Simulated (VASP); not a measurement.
Write the native input for VASP 6.6.1 that does the following.

```
Task                   : single point
Functional             : PBE
Potentials or basis    : VASP PAW PBE potentials, release 64 (O, Ni)
Cutoff                 : 520 eV
k mesh                 : 8 × 8 × 8
Occupations            : fermi-dirac, width 0.03 eV
Spin                   : no spin polarisation
Hubbard terms          : Ni d U = 6.6 eV
Dipole correction      : no
Further INCAR settings : ALGO = Normal; EDIFF = 1e-07; NBANDS = 24
```

The structure of NiO lies in POSCAR:

```
NiO
1.0
    4.1771000000      2.0885500000      2.0885500000
    2.0885500000      4.1771000000      2.0885500000
    2.0885500000      2.0885500000      4.1771000000
O Ni
2 2
Direct
    0.2500000000      0.2500000000      0.2500000000
    0.7500000000      0.7500000000      0.7500000000
    0.0000000000      0.0000000000      0.0000000000
    0.5000000000      0.5000000000      0.5000000000
```

The input as run:

INCAR

```
SYSTEM = NiO
PREC     = Accurate       ! precision mode
ENCUT    = 520            ! plane-wave cutoff, eV
EDIFF    = 1E-7           ! SCF threshold, eV
ISMEAR   = -1             ! smearing method
SIGMA    = 0.03           ! smearing width, eV
LREAL    = .False.        ! projectors in reciprocal space
LASPH    = .True.         ! aspherical terms in the spheres
NELM     = 150            ! most SCF steps
ALGO     = Normal         ! electronic algorithm
ISIF     = 2              ! what is computed and relaxed
LWAVE    = .False.        ! write WAVECAR
LCHARG   = .True.         ! write CHGCAR
LMAXMIX  = 4              ! l up to which the mixer works
LDAU     = .True.         ! DFT+U
LDAUTYPE = 2            
LDAUL    = -1 2           ! shell
LDAUU    = 0 6.6          ! U, eV
LDAUJ    = 0 0          
LDAUPRINT= 1            
GGA      = PE             ! functional
LELF     = .True.         ! ELF
LVHAR    = .True.       
NBANDS   = 24             ! bands
```

KPOINTS

```
Automatic mesh
0
Gamma
  8 8 8
  0 0 0
```

Potentials or basis: VASP PAW PBE potentials, release 64 (O, Ni).

The run is started by

```sh
$ cat potpaw_PBE.64/O/POTCAR potpaw_PBE.64/Ni/POTCAR > POTCAR
$ mpirun -np 1 vasp_std > vasp.out
```

It gave:

```yaml
Pressure: -12.0 GPa
Band_gap_on_the_k_mesh: zero (band 16 reaches 7.49 eV, above the bottom of band 17 at 7.01 eV)
```

Caveat: the run has no spin polarisation, though such a crystal can be magnetic; U without spin polarisation on a metal has little footing.

It took 72 s on 1 thread of Intel(R) Xeon(R) 6975P-C (Granite Rapids), on a shared host, peak memory 0.25 GiB.
